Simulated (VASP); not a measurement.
# ZrRh3 (Pm-3m) in VASP: single point with LDA

Aim: the single point of ZrRh3 with LDA.

Program: VASP 6.6.1. These are calculated values, not measurements. Logs are shortened: lines on timing, memory, paths and dates and some standing lists are left out, and cuts for length are marked.

## 1. The cell of the first run

It takes space group Pm-3m (No. 221, cubic). The conventional cell has a = 3.927 Å, b = 3.927 Å, c = 3.927 Å, α = 90.00°, β = 90.00°, γ = 90.00°. Within 3.7 Å of Zr (site symmetry m-3m) lie 12 Rh at 2.78 Å. Within 3.7 Å of Rh (site symmetry 4/mmm) lie 4 Zr at 2.78 Å and 8 Rh at 2.78 Å.

## 2. Single point, LDA

INCAR reads:

```
SYSTEM = ZrRh3
ALGO = Normal
EDIFF = 1E-6
ENCUT = 520
ISIF = 2
ISMEAR = -1
LASPH = .TRUE.
LCHARG = .FALSE.
LREAL = .FALSE.
LWAVE = .FALSE.
NBANDS = 36
NELM = 60
PREC = Accurate
SIGMA = 0.1
```

KPOINTS reads:

```
k-points
0
G
  6 6 6
  0 0 0
```

POSCAR reads:

```
ZrRh3
1.0
    3.9270000000      0.0000000000      0.0000000000
    0.0000000000      3.9270000000      0.0000000000
    0.0000000000      0.0000000000      3.9270000000
Zr Rh
1 3
Direct
    0.0000000000      0.0000000000      0.0000000000
    0.0000000000      0.5000000000      0.5000000000
    0.5000000000      0.0000000000      0.5000000000
    0.5000000000      0.5000000000      0.0000000000
```

Potentials or basis: VASP PAW LDA potentials, release 64 (Zr_sv, Rh_pv).

Launch:

```sh
cat potpaw_LDA.64/Zr_sv/POTCAR potpaw_LDA.64/Rh_pv/POTCAR > POTCAR
mpirun -np 1 vasp_std > vasp.out
```

OUTCAR:

```text
SYSTEM = ZrRh3
   EDIFF = 1E-6
   ENCUT = 520
   ISIF = 2
   ISMEAR = -1
   LASPH = .TRUE.
   LREAL = .FALSE.
   NELM = 60
   PREC = Accurate

 ion  position               nearest neighbor table
   1  0.000  0.000  0.000-   2 2.78   3 2.78   4 2.78   2 2.78   3 2.78   2 2.78   4 2.78   2 2.78
                             3 2.78   4 2.78   3 2.78   4 2.78
   2  0.000  0.500  0.500-   1 2.78   3 2.78   4 2.78   1 2.78   4 2.78   1 2.78   3 2.78   1 2.78
                             3 2.78   4 2.78   4 2.78   3 2.78
   3  0.500  0.000  0.500-   1 2.78   2 2.78   4 2.78   1 2.78   4 2.78   2 2.78   4 2.78   4 2.78
                             1 2.78   2 2.78   1 2.78   2 2.78
   4  0.500  0.500  0.000-   1 2.78   2 2.78   3 2.78   2 2.78   3 2.78   1 2.78   3 2.78   3 2.78
                             1 2.78   2 2.78   2 2.78   1 2.78

  LATTYP: Found a simple cubic cell.
 ALAT       =     3.9270000000

  Lattice vectors:

 A1 = (   3.9270000000,   0.0000000000,   0.0000000000)
 A2 = (   0.0000000000,   3.9270000000,   0.0000000000)
 A3 = (   0.0000000000,   0.0000000000,   3.9270000000)

Analysis of symmetry for initial positions (statically):
=====================================================================
 Subroutine PRICEL returns:
 Original cell was already a primitive cell.

 Routine SETGRP: Setting up the symmetry group for a
 simple cubic supercell.

 Subroutine GETGRP returns: Found 48 space group operations
 (whereof 48 operations were pure point group operations)
 out of a pool of 48 trial point group operations.

The static configuration has the point symmetry O_h .

Analysis of symmetry for dynamics (positions and initial velocities):
=====================================================================
 Subroutine PRICEL returns:
 Original cell was already a primitive cell.

 Routine SETGRP: Setting up the symmetry group for a
 simple cubic supercell.

 Subroutine GETGRP returns: Found 48 space group operations
 (whereof 48 operations were pure point group operations)
 out of a pool of 48 trial point group operations.

The dynamic configuration has the point symmetry O_h .

 Subroutine INISYM returns: Found 48 space group operations
 (whereof 48 operations are pure point group operations),
 and found     1 'primitive' translations

----------------------------------------------------------------------------------------

                                     Primitive cell

  volume of cell :      60.5596

  direct lattice vectors                    reciprocal lattice vectors
     3.927000000  0.000000000  0.000000000     0.254647313  0.000000000  0.000000000
     0.000000000  3.927000000  0.000000000     0.000000000  0.254647313  0.000000000
     0.000000000  0.000000000  3.927000000     0.000000000  0.000000000  0.254647313

  length of vectors
     3.927000000  3.927000000  3.927000000     0.254647313  0.254647313  0.254647313

  position of ions in fractional coordinates (direct lattice)
     0.000000000  0.000000000  0.000000000
     0.000000000  0.500000000  0.500000000
     0.500000000  0.000000000  0.500000000
     0.500000000  0.500000000  0.000000000

  ion indices of the primitive-cell ions
   primitive index   ion index
                 1           1
                 2           2
                 3           3
                 4           4

----------------------------------------------------------------------------------------

 KPOINTS: k-points

Automatic generation of k-mesh.
 Grid dimensions read from file:
 generate k-points for:    6    6    6

 Generating k-lattice:

  Cartesian coordinates                     Fractional coordinates (reciprocal lattice)
     0.042441219  0.000000000  0.000000000     0.166666667  0.000000000  0.000000000
     0.000000000  0.042441219  0.000000000     0.000000000  0.166666667  0.000000000
     0.000000000  0.000000000  0.042441219     0.000000000  0.000000000  0.166666667

  Length of vectors
     0.042441219  0.042441219  0.042441219

  Shift w.r.t. Gamma in fractional coordinates (k-lattice)
     0.000000000  0.000000000  0.000000000

 Subroutine IBZKPT returns following result:
 ===========================================

 Found     20 irreducible k-points:

 Following reciprocal coordinates:
            Coordinates               Weight
  0.000000  0.000000  0.000000      1.000000
  0.166667  0.000000  0.000000      6.000000
  0.333333  0.000000  0.000000      6.000000
  0.500000  0.000000  0.000000      3.000000
  0.166667  0.166667  0.000000     12.000000
  0.333333  0.166667  0.000000     24.000000
[... 12 lines left out ...]
  0.500000  0.500000  0.333333      6.000000
  0.500000  0.500000  0.500000      1.000000
   k-points           NKPTS =     20   k-points in BZ     NKDIM =     20   number of bands    NBANDS=     36
   number of dos      NEDOS =    301   number of ions     NIONS =      4
   total plane-waves  NPLWV =  27000
   dimension x,y,z NGX =    30 NGY =   30 NGZ =   30
   dimension x,y,z NGXF=    60 NGYF=   60 NGZF=   60
   ions per type =               1   3
   NGX,Y,Z   is equivalent  to a cutoff of  12.70, 12.70, 12.70 a.u.
   NGXF,Y,Z  is equivalent  to a cutoff of  25.40, 25.40, 25.40 a.u.
 SYSTEM =  ZrRh3
   PREC   = accura    normal or accurate (medium, high low for compatibility)
   ISTART =      0    job   : 0-new  1-cont  2-samecut
   ICHARG =      2    charge: 1-file 2-atom 10-const
   ISPIN  =      1    spin polarized calculation?
   LNONCOLLINEAR =      F non collinear calculations
   LSORBIT =      F    spin-orbit coupling
   LASPH  =      T    aspherical Exc in radial PAW
   ENCUT  =  520.0 eV  38.22 Ry    6.18 a.u.   7.30  7.30  7.30*2*pi/ulx,y,z
   NELM   =     60;   NELMIN=  2; NELMDL= -5     # of ELM steps
   EDIFF  = 0.1E-05   stopping-criterion for ELM
   LREAL  =      F    real-space projection
   EDIFFG = 0.1E-04   stopping-criterion for IOM
   NSW    =      0    number of steps for IOM
   IBRION =     -1    ionic relax: 0-MD 1-quasi-New 2-CG
   NFREE  =      0    steps in history (QN), initial steepest desc. (CG)
   ISIF   =      2    stress and relaxation
   ISYM   =      2    0-nonsym 1-usesym 2-fastsym
   POTIM  = 0.5000    time-step for ionic-motion
   TEBEG  =    0.0;   TEEND  =   0.0 temperature during run
   PSTRESS=    0.0 pullay stress
   NELECT =      57.0000    total number of electrons
   NUPDOWN=      -1.0000    fix difference up-down
   EMIN   =  10.00;   EMAX   =-10.00  energy-range for DOS
   EFERMI =   0.00;   METHOD = LEGACY
   ISMEAR =    -1;   SIGMA  =   0.10  broadening in eV -4-tet -1-fermi 0-gaus
   EFERMI_NEDOS =   21; number of points for ismear=-14 and -15
   IALGO  =     38    algorithm
   IMIX   =      4    mixing-type and parameters
     AMIX     =   0.40;   BMIX     =  1.00
     AMIX_MAG =   1.60;   BMIX_MAG =  1.00
  volume/ion in A,a.u.               =      15.14       102.17
  Fermi-wavevector in a.u.,A,eV,Ry     =   1.604374  3.031827 35.021602  2.574015
  Thomas-Fermi vector in A             =   2.700889
   LORBIT       =      0    0 simple, 1 ext, 2 COOP (PROOUT), +10 PAW based schemes
   GGA     = CA    functional components
   LHFCALC =     F    Hartree Fock is set to
   AEXX    =    0.0000 exact exchange contribution
   IVDW    =     0    specifies the selected vdW correction
   LEPSILON=     F    determine dielectric tensor
   LRPA    =     F    only Hartree local field effects (RPA)
 non-spin polarized calculation
  energy-cutoff  :      520.00
  volume of cell :       60.56
 maximum number of plane-waves:      1654
 NGX is ok and might be reduce to    30
   NGX = 15   NGY = 15   NGZ = 15

 number of electron      56.9999979 magnetization

 Free energy of the ion-electron system (eV)
  ---------------------------------------------------
  ext. energy  EPLUGINS =         0.00000000
  ---------------------------------------------------
  free energy    TOTEN  =       -38.17834441 eV

  energy without entropy =      -38.06065154  energy(sigma->0) =      -38.11949797

 E-fermi :  11.0957     XC(G=0): -13.6591

 val. band max:       11.0899898243   @ k =   0.3333   0.0000   0.0000
 cond. band min:      11.1173752943   @ k =   0.3333   0.1667   0.1667
 fundamental gap:      0.0273854700
 Fermi energy:        11.0956512703

 k-point     1 :       0.0000    0.0000    0.0000
  band No.  band energies     occupation
      1     -37.0448      2.00000
      2     -35.0158      2.00000
      3     -35.0158      2.00000
      4     -35.0158      2.00000
      5     -34.8089      2.00000
      6     -34.8089      2.00000
[... 28 lines left out ...]
     35      16.3925      0.00000
     36      16.3925      0.00000

 k-point     2 :       0.1667    0.0000    0.0000
  band No.  band energies     occupation
      1     -37.0507      2.00000
      2     -35.0017      2.00000
      3     -35.0017      2.00000
      4     -34.9877      2.00000
      5     -34.8133      2.00000
      6     -34.8133      2.00000
[... 28 lines left out ...]
     35      16.3375      0.00000
     36      17.3897      0.00000

 k-point     3 :       0.3333    0.0000    0.0000
  band No.  band energies     occupation
      1     -37.0624      2.00000
      2     -34.9674      2.00000
      3     -34.9674      2.00000
      4     -34.9146      2.00000
      5     -34.8275      2.00000
      6     -34.8275      2.00000
[... 28 lines left out ...]
     35      16.2416      0.00000
     36      19.3641      0.00000

 k-point     4 :       0.5000    0.0000    0.0000
  band No.  band energies     occupation
      1     -37.0682      2.00000
      2     -34.9442      2.00000
      3     -34.9442      2.00000
      4     -34.8406      2.00000
      5     -34.8406      2.00000
      6     -34.8405      2.00000
[... 28 lines left out ...]
     35      16.1995      0.00000
     36      20.7972      0.00000

 k-point     5 :       0.1667    0.1667    0.0000
  band No.  band energies     occupation
      1     -37.0551      2.00000
      2     -34.9980      2.00000
      3     -34.9873      2.00000
      4     -34.9577      2.00000
      5     -34.8372      2.00000
      6     -34.8165      2.00000
[... 499 lines left out ...]
 k-point    18 :       0.5000    0.3333    0.3333
  band No.  band energies     occupation
      1     -37.0492      2.00000
      2     -35.0531      2.00000
      3     -34.9808      2.00000
      4     -34.9714      2.00000
      5     -34.9589      2.00000
      6     -34.7380      2.00000
[... 28 lines left out ...]
     35      15.4669      0.00000
     36      16.2438      0.00000

 k-point    19 :       0.5000    0.5000    0.3333
  band No.  band energies     occupation
      1     -37.0432      2.00000
      2     -35.0714      2.00000
      3     -34.9968      2.00000
      4     -34.9845      2.00000
      5     -34.9845      2.00000
      6     -34.7036      2.00000
[... 28 lines left out ...]
     35      15.2257      0.00000
     36      15.5416      0.00000

 k-point    20 :       0.5000    0.5000    0.5000
  band No.  band energies     occupation
      1     -37.0352      2.00000
      2     -35.0985      2.00000
      3     -35.0067      2.00000
      4     -35.0067      2.00000
      5     -35.0067      2.00000
      6     -34.6823      2.00000
[... 28 lines left out ...]
     35      14.3303      0.00000
     36      15.6274      0.00000

------------------------ aborting loop because EDIFF is reached ----------------------------------------

  FORCE on cell =-STRESS in cart. coord.  units (eV):
  Direction    XX          YY          ZZ          XY          YZ          ZX
  --------------------------------------------------------------------------------------
  -------------------------------------------------------------------------------------
  Total       -3.1271351     -3.1271351     -3.1271351     -0.0000000     -0.0000000      0.0000000
  in kB      -82.7321913    -82.7321913    -82.7321913     -0.0000000     -0.0000000      0.0000000
  external PRESSURE =     -82.7321913 kB  Pullay stress =       0.0000000 kB

 VOLUME and BASIS-vectors are now :
 -----------------------------------------------------------------------------
  energy-cutoff  :      520.00
  volume of cell :       60.56
      direct lattice vectors                 reciprocal lattice vectors
     3.927000000  0.000000000  0.000000000     0.254647313  0.000000000  0.000000000
     0.000000000  3.927000000  0.000000000     0.000000000  0.254647313  0.000000000
     0.000000000  0.000000000  3.927000000     0.000000000  0.000000000  0.254647313

 POSITION                                       TOTAL-FORCE (eV/Angst)
 -----------------------------------------------------------------------------------
      0.00000      0.00000      0.00000         0.000000      0.000000      0.000000
      0.00000      1.96350      1.96350         0.000000      0.000000      0.000000
      1.96350      0.00000      1.96350         0.000000      0.000000      0.000000
      1.96350      1.96350      0.00000         0.000000      0.000000      0.000000
 -----------------------------------------------------------------------------------
    total drift:                                0.000000      0.000000     -0.000000

  FREE ENERGIE OF THE ION-ELECTRON SYSTEM (eV)
  ---------------------------------------------------
  free  energy   TOTEN  =       -38.1783444073 eV

  energy  without entropy=      -38.0606515419  energy(sigma->0) =      -38.11949797
```

It took 32 s on 1 thread of AMD EPYC 7R43 (Zen 3), shared host; peak memory 0.13 GiB.

What came out:

```
Free energy : -38.1783 eV
Pressure    : -8.3 GPa
```
